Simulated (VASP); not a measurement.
# BaO (R-3m) in VASP: relaxation of the atoms with PBEsol

Aim: the relaxation of the atoms of BaO with PBEsol.

Everything below comes from runs of VASP 6.6.1. Logs are shortened: lines on timing, memory, paths and dates and some standing lists are left out, and cuts for length are marked.

### Step 1. The cell of the first run

Symmetry: R-3m, No. 166, trigonal system. The conventional cell has a = 3.894 Å, b = 3.894 Å, c = 9.414 Å, α = 90.00°, β = 90.00°, γ = 120.00°. Within 3.6 Å of Ba (site symmetry -3m) lie 6 O at 2.74 Å. O (site symmetry -3m) has 6 Ba at 2.74 Å within 3.6 Å.

### Step 2. Relaxation of the atoms, PBEsol (strained cell)

File INCAR:

```
PREC = Accurate ; ENCUT = 520
EDIFF = 1E-7 ; ISMEAR = 0
SIGMA = 0.02 ; LREAL = F
LASPH = T ; NELM = 120
ALGO = Normal ; ISIF = 2
LWAVE = F ; LCHARG = F
GGA = PS ; IBRION = 2
NSW = 60 ; EDIFFG = -0.002
GGA_COMPAT = F ; NELMIN = 4
```

File KPOINTS:

```
Automatic mesh
0
Gamma
  9 9 9
```

File POSCAR:

```
BaO
1.0
   -0.0239509243      2.7294643039      2.7294643039
    2.7294643039     -0.0239509243      2.7294643039
    2.7294643039      2.7294643039     -0.0239509243
Ba O
1 1
Direct
    0.0000000000      0.0000000000      0.0000000000
    0.5000000000      0.5000000000      0.5000000000
```

Potentials or basis: VASP PAW PBE potentials, release 64 (Ba_sv, O).

Started as:

```
$ cat potpaw_PBE.64/Ba_sv/POTCAR potpaw_PBE.64/O/POTCAR > POTCAR
$ mpirun -np 1 vasp_std > vasp.out
```

OUTCAR:

```text
PREC = Accurate
   ENCUT = 520
   EDIFF = 1E-7
   ISMEAR = 0
   LREAL = F
   LASPH = T
   NELM = 120
   ISIF = 2
   GGA = PS
   IBRION = 2
   NSW = 60
   EDIFFG = -0.002
   NELMIN = 4

 ion  position               nearest neighbor table
   1  0.000  0.000  0.000-   2 2.74   2 2.74   2 2.74   2 2.74   2 2.74   2 2.74
   2  0.500  0.500  0.500-   1 2.74   1 2.74   1 2.74   1 2.74   1 2.74   1 2.74

  LATTYP: Found a trigonal (rhomboedric) cell.
 ALAT       =     3.8601197416
 COS(alpha) =     0.4912061344

  Lattice vectors:

 A1 = (  -0.0239509243,   2.7294643039,   2.7294643039)
 A2 = (   2.7294643039,  -0.0239509243,   2.7294643039)
 A3 = (   2.7294643039,   2.7294643039,  -0.0239509243)

Analysis of symmetry for initial positions (statically):
=====================================================================
 Subroutine PRICEL returns:
 Original cell was already a primitive cell.

 Routine SETGRP: Setting up the symmetry group for a
 trigonal (rhombohedral) supercell.

 Subroutine GETGRP returns: Found 12 space group operations
 (whereof 12 operations were pure point group operations)
 out of a pool of 12 trial point group operations.

The static configuration has the point symmetry D_3d.

Analysis of symmetry for dynamics (positions and initial velocities):
=====================================================================
 Subroutine PRICEL returns:
 Original cell was already a primitive cell.

 Routine SETGRP: Setting up the symmetry group for a
 trigonal (rhombohedral) supercell.

 Subroutine GETGRP returns: Found 12 space group operations
 (whereof 12 operations were pure point group operations)
 out of a pool of 12 trial point group operations.

The dynamic configuration has the point symmetry D_3d.

 Subroutine INISYM returns: Found 12 space group operations
 (whereof 12 operations are pure point group operations),
 and found     1 'primitive' translations

----------------------------------------------------------------------------------------

                                     Primitive cell

  volume of cell :      41.2042

  direct lattice vectors                    reciprocal lattice vectors
    -0.023950924  2.729464304  2.729464304    -0.180792417  0.182392906  0.182392906
     2.729464304 -0.023950924  2.729464304     0.182392906 -0.180792417  0.182392906
     2.729464304  2.729464304 -0.023950924     0.182392906  0.182392906 -0.180792417

  length of vectors
     3.860119742  3.860119742  3.860119742     0.314992449  0.314992449  0.314992449

  position of ions in fractional coordinates (direct lattice)
     0.000000000  0.000000000  0.000000000
     0.500000000  0.500000000  0.500000000

  ion indices of the primitive-cell ions
   primitive index   ion index
                 1           1
                 2           2

----------------------------------------------------------------------------------------

 KPOINTS: Automatic mesh

Automatic generation of k-mesh.
 Grid dimensions read from file:
 generate k-points for:    9    9    9

 Generating k-lattice:

  Cartesian coordinates                     Fractional coordinates (reciprocal lattice)
    -0.020088046  0.020265878  0.020265878     0.111111111 -0.000000000 -0.000000000
     0.020265878 -0.020088046  0.020265878    -0.000000000  0.111111111 -0.000000000
     0.020265878  0.020265878 -0.020088046    -0.000000000 -0.000000000  0.111111111

  Length of vectors
     0.034999161  0.034999161  0.034999161

  Shift w.r.t. Gamma in fractional coordinates (k-lattice)
     0.000000000  0.000000000  0.000000000

 Subroutine IBZKPT returns following result:
 ===========================================

 Found     85 irreducible k-points:

 Following reciprocal coordinates:
            Coordinates               Weight
  0.000000  0.000000  0.000000      1.000000
  0.111111  0.000000  0.000000      6.000000
  0.222222  0.000000  0.000000      6.000000
  0.333333  0.000000  0.000000      6.000000
  0.444444  0.000000  0.000000      6.000000
  0.111111  0.111111  0.000000      6.000000
[... 16 lines left out ...]
 -0.333333  0.333333  0.000000      6.000000
  0.444444  0.444444  0.000000      6.000000
 [... further k-points ...]
   k-points           NKPTS =     85   k-points in BZ     NKDIM =     85   number of bands    NBANDS=     12
   number of dos      NEDOS =    301   number of ions     NIONS =      2
   total plane-waves  NPLWV =  27000
   dimension x,y,z NGX =    30 NGY =   30 NGZ =   30
   dimension x,y,z NGXF=    60 NGYF=   60 NGZF=   60
   ions per type =               1   1
   NGX,Y,Z   is equivalent  to a cutoff of  12.92, 12.92, 12.92 a.u.
   NGXF,Y,Z  is equivalent  to a cutoff of  25.84, 25.84, 25.84 a.u.
 SYSTEM =  unknown system
   PREC   = accura    normal or accurate (medium, high low for compatibility)
   ISTART =      0    job   : 0-new  1-cont  2-samecut
   ICHARG =      2    charge: 1-file 2-atom 10-const
   ISPIN  =      1    spin polarized calculation?
   LNONCOLLINEAR =      F non collinear calculations
   LSORBIT =      F    spin-orbit coupling
   LASPH  =      T    aspherical Exc in radial PAW
   ENCUT  =  520.0 eV  38.22 Ry    6.18 a.u.   7.18  7.18  7.18*2*pi/ulx,y,z
   NELM   =    120;   NELMIN=  4; NELMDL= -5     # of ELM steps
   EDIFF  = 0.1E-06   stopping-criterion for ELM
   LREAL  =      F    real-space projection
   EDIFFG = -.2E-02   stopping-criterion for IOM
   NSW    =     60    number of steps for IOM
   IBRION =      2    ionic relax: 0-MD 1-quasi-New 2-CG
   NFREE  =      1    steps in history (QN), initial steepest desc. (CG)
   ISIF   =      2    stress and relaxation
   ISYM   =      2    0-nonsym 1-usesym 2-fastsym
   POTIM  = 0.5000    time-step for ionic-motion
   TEBEG  =    0.0;   TEEND  =   0.0 temperature during run
   PSTRESS=    0.0 pullay stress
   NELECT =      16.0000    total number of electrons
   NUPDOWN=      -1.0000    fix difference up-down
   EMIN   =  10.00;   EMAX   =-10.00  energy-range for DOS
   EFERMI =   0.00;   METHOD = LEGACY
   ISMEAR =     0;   SIGMA  =   0.02  broadening in eV -4-tet -1-fermi 0-gaus
   EFERMI_NEDOS =   21; number of points for ismear=-14 and -15
   IALGO  =     38    algorithm
   IMIX   =      4    mixing-type and parameters
     AMIX     =   0.40;   BMIX     =  1.00
     AMIX_MAG =   1.60;   BMIX_MAG =  1.00
  volume/ion in A,a.u.               =      20.60       139.03
  Fermi-wavevector in a.u.,A,eV,Ry     =   1.194358  2.257009 19.408580  1.426490
  Thomas-Fermi vector in A             =   2.330350
   LORBIT       =      0    0 simple, 1 ext, 2 COOP (PROOUT), +10 PAW based schemes
   GGA     = PS    functional components
   LHFCALC =     F    Hartree Fock is set to
   AEXX    =    0.0000 exact exchange contribution
   IVDW    =     0    specifies the selected vdW correction
   LEPSILON=     F    determine dielectric tensor
   LRPA    =     F    only Hartree local field effects (RPA)
 conjugate gradient relaxation of ions
 non-spin polarized calculation
 Gauss-broadening in eV      SIGMA  =   0.02
  energy-cutoff  :      520.00
  volume of cell :       41.20
 maximum number of plane-waves:      1124
 NGX is ok and might be reduce to    30
   NGX = 15   NGY = 15   NGZ = 15

 number of electron      15.9999996 magnetization

 Free energy of the ion-electron system (eV)
  ---------------------------------------------------
  ext. energy  EPLUGINS =         0.00000000
  ---------------------------------------------------
  free energy    TOTEN  =       -12.39025140 eV

  energy without entropy =      -12.39025140  energy(sigma->0) =      -12.39025140

 E-fermi :   2.0130     XC(G=0):  -9.9978

 val. band max:        1.8937724442   @ k =  -0.4444  -0.4444   0.1111
 cond. band min:       3.7349818466   @ k =   0.4444   0.4444   0.0000
 fundamental gap:      1.8412094024
 Fermi energy:         2.0130215818

 k-point     1 :       0.0000    0.0000    0.0000
  band No.  band energies     occupation
      1     -23.9287      2.00000
      2     -13.0957      2.00000
      3      -8.3616      2.00000
      4      -8.3616      2.00000
      5      -8.3375      2.00000
      6       1.4880      2.00000
      7       1.4880      2.00000
      8       1.4983      2.00000
      9       5.4168      0.00000
     10       6.4770      0.00000
     11       6.4770      0.00000
     12       6.6473      0.00000

 k-point     2 :       0.1111    0.0000    0.0000
  band No.  band energies     occupation
      1     -23.8957      2.00000
      2     -13.1928      2.00000
      3      -8.3874      2.00000
      4      -8.3754      2.00000
      5      -8.3568      2.00000
      6       1.1985      2.00000
      7       1.3124      2.00000
      8       1.3287      2.00000
      9       5.9462      0.00000
     10       6.3906      0.00000
     11       6.7124      0.00000
     12       6.8718      0.00000

 k-point     3 :       0.2222    0.0000    0.0000
  band No.  band energies     occupation
      1     -23.8104      2.00000
      2     -13.4386      2.00000
      3      -8.4555      2.00000
      4      -8.4098      2.00000
      5      -8.3972      2.00000
      6       0.6170      2.00000
      7       0.9147      2.00000
      8       0.9464      2.00000
      9       6.2543      0.00000
     10       7.3281      0.00000
     11       7.3671      0.00000
     12       7.5405      0.00000
[... 286 lines left out ...]
 k-point    23 :      -0.3333    0.3333    0.0000
  band No.  band energies     occupation
      1     -23.5681      2.00000
      2     -13.6410      2.00000
      3      -9.5771      2.00000
      4      -8.7526      2.00000
      5      -8.7026      2.00000
      6       0.5361      2.00000
      7       0.7968      2.00000
      8       1.6629      2.00000
      9       6.0830      0.00000
     10       7.7327      0.00000
     11       9.3709      0.00000
     12       9.9878      0.00000

 k-point    24 :       0.4444    0.4444    0.0000
  band No.  band energies     occupation
      1     -23.5614      2.00000
      2     -13.3326      2.00000
      3      -9.9017      2.00000
      4      -9.0053      2.00000
      5      -8.9711      2.00000
      6       1.7009      2.00000
      7       1.7019      2.00000
      8       1.7744      2.00000
      9       3.7350      0.00000
     10       7.9898      0.00000
     11      10.8647      0.00000
     12      11.2180      0.00000

 [... further k-points ...]

------------------------ aborting loop because EDIFF is reached ----------------------------------------

  FORCE on cell =-STRESS in cart. coord.  units (eV):
  Direction    XX          YY          ZZ          XY          YZ          ZX
  --------------------------------------------------------------------------------------
  -------------------------------------------------------------------------------------
  Total        0.5780280      0.5780280      0.5780280      0.0759912      0.0759912      0.0759912
  in kB       22.4759595     22.4759595     22.4759595      2.9548328      2.9548328      2.9548328
  external PRESSURE =      22.4759595 kB  Pullay stress =       0.0000000 kB

 VOLUME and BASIS-vectors are now :
 -----------------------------------------------------------------------------
  energy-cutoff  :      520.00
  volume of cell :       41.20
      direct lattice vectors                 reciprocal lattice vectors
    -0.023950924  2.729464304  2.729464304    -0.180792417  0.182392906  0.182392906
     2.729464304 -0.023950924  2.729464304     0.182392906 -0.180792417  0.182392906
     2.729464304  2.729464304 -0.023950924     0.182392906  0.182392906 -0.180792417

 POSITION                                       TOTAL-FORCE (eV/Angst)
 -----------------------------------------------------------------------------------
      0.00000      0.00000      0.00000         0.000000     -0.000000      0.000000
      2.71749      2.71749      2.71749        -0.000000      0.000000     -0.000000
 -----------------------------------------------------------------------------------
    total drift:                                0.000000      0.000000      0.000000

  FREE ENERGIE OF THE ION-ELECTRON SYSTEM (eV)
  ---------------------------------------------------
  free  energy   TOTEN  =       -12.3902513959 eV

  energy  without entropy=      -12.3902513959  energy(sigma->0) =      -12.39025140

 reached required accuracy - stopping structural energy minimisation
```

Wall time 24 s (1 thread of Oxide Virtual Turin-like, shared host); peak memory 0.17 GiB.

What came out:

```
Free energy             : -12.3903 eV
Pressure after relaxing : 2.2 GPa
Band gap on the k mesh  : 1.84 eV (least direct gap 1.96 eV)
```

Final structure:
```
CELL_PARAMETERS angstrom
-0.02395 2.72946 2.72946
2.72946 -0.02395 2.72946
2.72946 2.72946 -0.02395
ATOMIC_POSITIONS crystal
Ba 0.00000 0.00000 0.00000
O 0.50000 0.50000 0.50000
```

Caveat: the cell differs from its parent crystal (strained cell); the PAW data sets were made with another functional, which shifts forces and pressure a little; spin-orbit coupling is left out, which moves the levels of the heavy elements.
